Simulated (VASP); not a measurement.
# Fe (Im-3m) in VASP: a series of runs

The runs below take Fe through single point, with PBEsol.

Program: VASP 6.6.1. These are calculated values, not measurements. Logs are shortened: lines on timing, memory, paths and dates and some standing lists are left out, and cuts for length are marked.

## Step 1: The cell of the first run

Symmetry: Im-3m, No. 229, cubic system. The conventional cell has a = 2.933 Å, b = 2.933 Å, c = 2.933 Å, α = 90.00°, β = 90.00°, γ = 90.00°. Within 3.4 Å of Fe (site symmetry m-3m) lie 14 Fe at 2.54 to 2.93 Å.

## Step 2: Single point, PBEsol, collinear spin, ferromagnetic start

Input file INCAR:

```
PREC = Accurate
ENCUT = 520
EDIFF = 1E-7
ISMEAR = -1
SIGMA = 0.1
LREAL = F
LASPH = T
NELM = 150
ALGO = Normal
ISIF = 2
LWAVE = F
LCHARG = F
ISPIN = 2
MAGMOM = 4
LORBIT = 11
LMAXMIX = 4
GGA = PS
NBANDS = 14
```

Input file KPOINTS:

```
regular mesh
0
Gamma
  14 14 14
```

Input file POSCAR:

```
Fe
1.0
   -1.4665000000      1.4665000000      1.4665000000
    1.4665000000     -1.4665000000      1.4665000000
    1.4665000000      1.4665000000     -1.4665000000
Fe
1
Direct
    0.0000000000      0.0000000000      0.0000000000
```

Potentials or basis: VASP PAW PBE potentials, release 64 (Fe).

Command:

```
$ cat potpaw_PBE.64/Fe/POTCAR > POTCAR
$ mpirun -np 1 vasp_std > vasp.out
```

OUTCAR:

```text
PREC = Accurate
   ENCUT = 520
   EDIFF = 1E-7
   ISMEAR = -1
   LREAL = F
   LASPH = T
   NELM = 150
   ISIF = 2
   ISPIN = 2
   LORBIT = 11
   GGA = PS

 ion  position               nearest neighbor table
   1  0.000  0.000  0.000-

  LATTYP: Found a body centered cubic cell.
 ALAT       =     2.9330000000

  Lattice vectors:

 A1 = (  -1.4665000000,   1.4665000000,   1.4665000000)
 A2 = (   1.4665000000,  -1.4665000000,   1.4665000000)
 A3 = (   1.4665000000,   1.4665000000,  -1.4665000000)

Analysis of symmetry for initial positions (statically):
=====================================================================
 Subroutine PRICEL returns:
 Original cell was already a primitive cell.

 Routine SETGRP: Setting up the symmetry group for a
 body centered cubic supercell.

 Subroutine GETGRP returns: Found 48 space group operations
 (whereof 48 operations were pure point group operations)
 out of a pool of 48 trial point group operations.

The static configuration has the point symmetry O_h .

Analysis of symmetry for dynamics (positions and initial velocities):
=====================================================================
 Subroutine PRICEL returns:
 Original cell was already a primitive cell.

 Routine SETGRP: Setting up the symmetry group for a
 body centered cubic supercell.

 Subroutine GETGRP returns: Found 48 space group operations
 (whereof 48 operations were pure point group operations)
 out of a pool of 48 trial point group operations.

The dynamic configuration has the point symmetry O_h .

Analysis of structural, dynamic, and magnetic symmetry:
=====================================================================
 Subroutine PRICEL returns:
 Original cell was already a primitive cell.

 Routine SETGRP: Setting up the symmetry group for a
 body centered cubic supercell.

 Subroutine GETGRP returns: Found 48 space group operations
 (whereof 48 operations were pure point group operations)
 out of a pool of 48 trial point group operations.

The overall configuration has the point symmetry O_h .

 Subroutine INISYM returns: Found 48 space group operations
 (whereof 48 operations are pure point group operations),
 and found     1 'primitive' translations

----------------------------------------------------------------------------------------

                                     Primitive cell

  volume of cell :      12.6156

  direct lattice vectors                    reciprocal lattice vectors
    -1.466500000  1.466500000  1.466500000     0.000000000  0.340947835  0.340947835
     1.466500000 -1.466500000  1.466500000     0.340947835  0.000000000  0.340947835
     1.466500000  1.466500000 -1.466500000     0.340947835  0.340947835  0.000000000

  length of vectors
     2.540052509  2.540052509  2.540052509     0.482173052  0.482173052  0.482173052

  position of ions in fractional coordinates (direct lattice)
     0.000000000  0.000000000  0.000000000

  ion indices of the primitive-cell ions
   primitive index   ion index
                 1           1

----------------------------------------------------------------------------------------

 KPOINTS: regular mesh

Automatic generation of k-mesh.
 Grid dimensions read from file:
 generate k-points for:   14   14   14

 Generating k-lattice:

  Cartesian coordinates                     Fractional coordinates (reciprocal lattice)
     0.000000000  0.024353417  0.024353417     0.071428571  0.000000000  0.000000000
     0.024353417  0.000000000  0.024353417     0.000000000  0.071428571  0.000000000
     0.024353417  0.024353417  0.000000000     0.000000000  0.000000000  0.071428571

  Length of vectors
     0.034440932  0.034440932  0.034440932

  Shift w.r.t. Gamma in fractional coordinates (k-lattice)
     0.000000000  0.000000000  0.000000000

 Subroutine IBZKPT returns following result:
 ===========================================

 Found    104 irreducible k-points:

 Following reciprocal coordinates:
            Coordinates               Weight
  0.000000  0.000000  0.000000      1.000000
  0.071429  0.000000  0.000000     12.000000
  0.142857  0.000000  0.000000     12.000000
  0.214286  0.000000  0.000000     12.000000
  0.285714  0.000000  0.000000     12.000000
  0.357143  0.000000  0.000000     12.000000
[... 16 lines left out ...]
  0.285714  0.285714  0.000000     24.000000
  0.357143  0.285714 -0.000000     24.000000
 [... further k-points ...]
   k-points           NKPTS =    104   k-points in BZ     NKDIM =    104   number of bands    NBANDS=     14
   number of dos      NEDOS =    301   number of ions     NIONS =      1
   total plane-waves  NPLWV =   8000
   dimension x,y,z NGX =    20 NGY =   20 NGZ =   20
   dimension x,y,z NGXF=    40 NGYF=   40 NGZF=   40
   ions per type =               1
   NGX,Y,Z   is equivalent  to a cutoff of  13.09, 13.09, 13.09 a.u.
   NGXF,Y,Z  is equivalent  to a cutoff of  26.18, 26.18, 26.18 a.u.
 SYSTEM =  unknown system
   PREC   = accura    normal or accurate (medium, high low for compatibility)
   ISTART =      0    job   : 0-new  1-cont  2-samecut
   ICHARG =      2    charge: 1-file 2-atom 10-const
   ISPIN  =      2    spin polarized calculation?
   LNONCOLLINEAR =      F non collinear calculations
   LSORBIT =      F    spin-orbit coupling
   LASPH  =      T    aspherical Exc in radial PAW
   ENCUT  =  520.0 eV  38.22 Ry    6.18 a.u.   4.72  4.72  4.72*2*pi/ulx,y,z
   NELM   =    150;   NELMIN=  2; NELMDL= -5     # of ELM steps
   EDIFF  = 0.1E-06   stopping-criterion for ELM
   LREAL  =      F    real-space projection
   EDIFFG = 0.1E-05   stopping-criterion for IOM
   NSW    =      0    number of steps for IOM
   IBRION =     -1    ionic relax: 0-MD 1-quasi-New 2-CG
   NFREE  =      0    steps in history (QN), initial steepest desc. (CG)
   ISIF   =      2    stress and relaxation
   ISYM   =      2    0-nonsym 1-usesym 2-fastsym
   POTIM  = 0.5000    time-step for ionic-motion
   TEBEG  =    0.0;   TEEND  =   0.0 temperature during run
   PSTRESS=    0.0 pullay stress
   NELECT =       8.0000    total number of electrons
   NUPDOWN=      -1.0000    fix difference up-down
   EMIN   =  10.00;   EMAX   =-10.00  energy-range for DOS
   EFERMI =   0.00;   METHOD = LEGACY
   ISMEAR =    -1;   SIGMA  =   0.10  broadening in eV -4-tet -1-fermi 0-gaus
   EFERMI_NEDOS =   21; number of points for ismear=-14 and -15
   IALGO  =     38    algorithm
   IMIX   =      4    mixing-type and parameters
     AMIX     =   0.40;   BMIX     =  1.00
     AMIX_MAG =   1.60;   BMIX_MAG =  1.00
  volume/ion in A,a.u.               =      12.62        85.13
  Fermi-wavevector in a.u.,A,eV,Ry     =   1.406488  2.657877 26.915169  1.978209
  Thomas-Fermi vector in A             =   2.528843
   LORBIT       =     11    0 simple, 1 ext, 2 COOP (PROOUT), +10 PAW based schemes
   GGA     = PS    functional components
   LHFCALC =     F    Hartree Fock is set to
   AEXX    =    0.0000 exact exchange contribution
   IVDW    =     0    specifies the selected vdW correction
   LEPSILON=     F    determine dielectric tensor
   LRPA    =     F    only Hartree local field effects (RPA)
 spin polarized calculation
  energy-cutoff  :      520.00
  volume of cell :       12.62
 maximum number of plane-waves:       370
   NGX =  9   NGY =  9   NGZ =  9

 number of electron       7.9999999 magnetization       2.4454118

 Free energy of the ion-electron system (eV)
  ---------------------------------------------------
  ext. energy  EPLUGINS =         0.00000000
  ---------------------------------------------------
  free energy    TOTEN  =        -8.79011219 eV

  energy without entropy =       -8.75490867  energy(sigma->0) =       -8.77251043

 E-fermi :   4.6750     XC(G=0): -12.6866

 val. band max:        4.6708105045   @ k =   0.0714   0.0000   0.0000
 cond. band min:       4.6809415770   @ k =  -0.1429   0.1429   0.1429
 fundamental gap:      0.0101310725
 Fermi energy:         4.6750027033

 spin component 1

 k-point     1 :       0.0000    0.0000    0.0000
  band No.  band energies     occupation
      1      -3.2672      1.00000
      2       2.4698      1.00000
      3       2.4698      1.00000
      4       2.4698      1.00000
      5       3.5722      0.99998
      6       3.5722      0.99998
      7      28.5562      0.00000
      8      28.5562      0.00000
      9      28.5562      0.00000
     10      33.0264      0.00000
     11      33.0264      0.00000
     12      34.6044      0.00000
     13      34.6044      0.00000
     14      34.6044      0.00000
[... 375 lines left out ...]
 k-point    24 :       0.3571    0.2857   -0.0000
  band No.  band energies     occupation
      1       1.2209      1.00000
      2       1.6870      1.00000
      3       2.0103      1.00000
      4       3.7130      0.99993
      5       3.8799      0.99965
      6       9.7660      0.00000
      7      11.3956      0.00000
      8      13.5553      0.00000
      9      22.2964      0.00000
     10      30.7124      0.00000
     11      32.2074      0.00000
     12      38.1367      0.00000
     13      41.5777      0.00000
     14      45.4265      0.00000

 [... further k-points ...]

 spin component 2

 k-point     1 :       0.0000    0.0000    0.0000
  band No.  band energies     occupation
      1      -3.0132      1.00000
      2       4.6827      0.48075
      3       4.6828      0.48061
      4       4.6828      0.48060
      5       6.3888      0.00000
      6       6.3889      0.00000
      7      28.4144      0.00000
      8      28.4144      0.00000
      9      28.4144      0.00000
     10      33.2740      0.00000
     11      33.2740      0.00000
     12      35.5317      0.00000
     13      35.5318      0.00000
     14      35.5713      0.00000
[... 375 lines left out ...]
 k-point    24 :       0.3571    0.2857   -0.0000
  band No.  band energies     occupation
      1       2.9345      1.00000
      2       3.4659      0.99999
      3       3.6341      0.99997
      4       6.3731      0.00000
      5       6.5509      0.00000
      6      11.0323      0.00000
      7      12.6278      0.00000
      8      14.5158      0.00000
      9      22.9054      0.00000
     10      30.9772      0.00000
     11      32.4317      0.00000
     12      39.0368      0.00000
     13      42.1198      0.00000
     14      45.9315      0.00000

 [... further k-points ...]

------------------------ aborting loop because EDIFF is reached ----------------------------------------

  FORCE on cell =-STRESS in cart. coord.  units (eV):
  Direction    XX          YY          ZZ          XY          YZ          ZX
  --------------------------------------------------------------------------------------
  -------------------------------------------------------------------------------------
  Total       -1.6572065     -1.6572065     -1.6572065      0.0000000      0.0000000      0.0000000
  in kB     -210.4655490   -210.4655490   -210.4655490      0.0000000      0.0000000      0.0000000
  external PRESSURE =    -210.4655490 kB  Pullay stress =       0.0000000 kB

 VOLUME and BASIS-vectors are now :
 -----------------------------------------------------------------------------
  energy-cutoff  :      520.00
  volume of cell :       12.62
      direct lattice vectors                 reciprocal lattice vectors
    -1.466500000  1.466500000  1.466500000     0.000000000  0.340947835  0.340947835
     1.466500000 -1.466500000  1.466500000     0.340947835  0.000000000  0.340947835
     1.466500000  1.466500000 -1.466500000     0.340947835  0.340947835  0.000000000

 POSITION                                       TOTAL-FORCE (eV/Angst)
 -----------------------------------------------------------------------------------
      0.00000      0.00000      0.00000        -0.000000      0.000000      0.000000
 -----------------------------------------------------------------------------------
    total drift:                                0.000000     -0.000000      0.000000

  FREE ENERGIE OF THE ION-ELECTRON SYSTEM (eV)
  ---------------------------------------------------
  free  energy   TOTEN  =        -8.7901121850 eV

  energy  without entropy=       -8.7549086676  energy(sigma->0) =       -8.77251043

 total charge

# of ion       s       p       d       tot
------------------------------------------
    1        0.449   0.456   6.171   7.075

 magnetization (x)

# of ion       s       p       d       tot
------------------------------------------
    1       -0.015  -0.049   2.515   2.451
```

Run time: 31 s. Hardware: 1 thread of Intel Xeon Platinum 8488C (Sapphire Rapids), shared host; peak memory 0.15 GiB.

Results:

```
Free energy                                           : -8.7901 eV
Pressure                                              : -21.0 GPa
Net moment                                            : 2.45 μB per cell
Site moments                                          : Fe +2.45 μB
Valence electrons inside the program's atomic spheres : Fe 7.08
```

Caveat: the PAW data sets were made with another functional, which shifts forces and pressure a little.

## Step 3: Single point, PBEsol, collinear spin, ferromagnetic start

Input file INCAR:

```
SYSTEM = Fe
PREC = Accurate
ENCUT = 520
EDIFF = 1E-7
ISMEAR = -1
SIGMA = 0.1
LREAL = .False.
LASPH = .True.
NELM = 150
ALGO = Normal
ISIF = 2
LWAVE = .False.
LCHARG = .True.
ISPIN = 2
MAGMOM = 4
LORBIT = 11
LMAXMIX = 4
GGA = PS
LELF = .True.
LVHAR = .True.
NBANDS = 14
```

Input file KPOINTS:

```
Automatic mesh
0
Gamma
  14 14 14
  0 0 0
```

POSCAR is that of step 2.

Potentials or basis: VASP PAW PBE potentials, release 64 (Fe).

Command:

```
$ cat potpaw_PBE.64/Fe/POTCAR > POTCAR
$ mpirun -np 1 vasp_std > vasp.out
```

It took 34 s on 1 thread of Intel Xeon Platinum 8488C (Sapphire Rapids), shared host; peak memory 0.15 GiB.

Results (log left out):

- Free energy: -8.7901 eV
- Pressure: -21.0 GPa
- Net moment: 2.45 μB per cell
- Site moments: Fe +2.45 μB
- Valence electrons inside the program's atomic spheres: Fe 7.08

Levels at points of the mesh, in eV from the Fermi level:
Spin up:
```tsv
k point	band 1	band 2	band 3	band 4	band 5	band 6	band 7	band 8	band 9	band 10
(0.00, 0.00, 0.00)	-7.94	-2.21	-2.21	-2.21	-1.10	-1.10	23.88	23.88	23.88	28.35
(0.50, 0.00, 0.00)	-4.48	-3.13	-1.07	-0.95	0.10	0.45	6.37	17.37	18.50	21.86
(0.50, 0.50, 0.50)	-4.31	-4.31	-0.13	-0.13	-0.13	9.10	9.10	9.10	14.54	14.54
```
Spin down:
```csv
k point,band 1,band 2,band 3,band 4,band 5,band 6,band 7
"(0.00, 0.00, 0.00)",-7.69,0.01,0.01,0.01,1.71,1.71,23.74
"(0.50, 0.00, 0.00)",-3.03,-1.12,0.64,1.61,1.93,2.64,7.91
"(0.50, 0.50, 0.50)",-2.39,-2.39,2.38,2.38,2.38,9.47,9.47
```

Caveat: the PAW data sets were made with another functional, which shifts forces and pressure a little.

[end of part 1 of 2]
